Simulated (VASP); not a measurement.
Wanted: the native input for a VASP 6.6.1 run.

```yaml
Task: single point
Functional: r2SCAN
Potentials_or_basis: VASP PAW PBE potentials, release 64 (Al, N)
Cutoff: 520 eV
k_mesh: 10 × 10 × 10
Occupations: gaussian, width 0.01 eV
Spin: no spin polarisation
Dipole_correction: no
Further_INCAR_settings: ALGO = Normal; EDIFF = 1e-06; NBANDS = 11
```

Crystal: AlN.

```
Al N
1.0
     0.00000    2.22857    2.13665
     2.22857    0.00000    2.13665
     2.22857    2.22857    0.00000
Al N
1 1
Direct
  0.00000 0.00000 0.00000
  0.25000 0.25000 0.25000
```

This cell differs from its parent crystal: epitaxial xy strain +2.0%.

The input as run:

POSCAR

```
AlN
1.0
    0.0000000000      2.2285739407      2.1366451309
    2.2285739407      0.0000000000      2.1366451309
    2.2285739407      2.2285739407      0.0000000000
Al N
1 1
Direct
    0.0000000000      0.0000000000      0.0000000000
    0.2500000000      0.2500000000      0.2500000000
```

INCAR.step1

```
SYSTEM = AlN
PREC = Accurate ; ENCUT = 520
ISMEAR = 0 ; SIGMA = 0.01
LREAL = .FALSE. ; LASPH = .TRUE.
NELM = 60 ; NBANDS = 11
GGA = PE ; ALGO = Normal
EDIFF = 1E-4 ; LWAVE = .TRUE.
LCHARG = .FALSE.
```

INCAR.step2

```
SYSTEM = AlN
PREC = Accurate ; ENCUT = 520
EDIFF = 1E-6 ; ISMEAR = 0
SIGMA = 0.01 ; LREAL = .FALSE.
LASPH = .TRUE. ; NELM = 60
ALGO = Normal ; ISIF = 2
LWAVE = .FALSE. ; LCHARG = .FALSE.
METAGGA = R2SCAN ; LMIXTAU = .TRUE.
NBANDS = 11 ; ISTART = 1
```

KPOINTS

```
Automatic mesh
0
G
  10 10 10
  0 0 0
```

Potentials or basis: VASP PAW PBE potentials, release 64 (Al, N).

The run is started by

```sh
$ cat potpaw_PBE.64/Al/POTCAR potpaw_PBE.64/N/POTCAR > POTCAR
$ cp INCAR.step1 INCAR
$ mpirun -np 1 vasp_std > vasp.out
$ cp INCAR.step2 INCAR
$ mpirun -np 1 vasp_std > vasp.out
```

It gave:

```yaml
Pressure: -4.1 GPa
Band_gap_on_the_k_mesh: 3.70 eV (least direct gap 4.60 eV)
```

Caveat: the cell differs from its parent crystal (epitaxial xy strain +2.0%); the cell stands under tension; the PAW data sets were made with another functional, which shifts forces and pressure a little.

Wall time 25 s on 1 thread of Intel(R) Xeon(R) 6975P-C (Granite Rapids), on a shared host, peak memory 0.15 GiB.
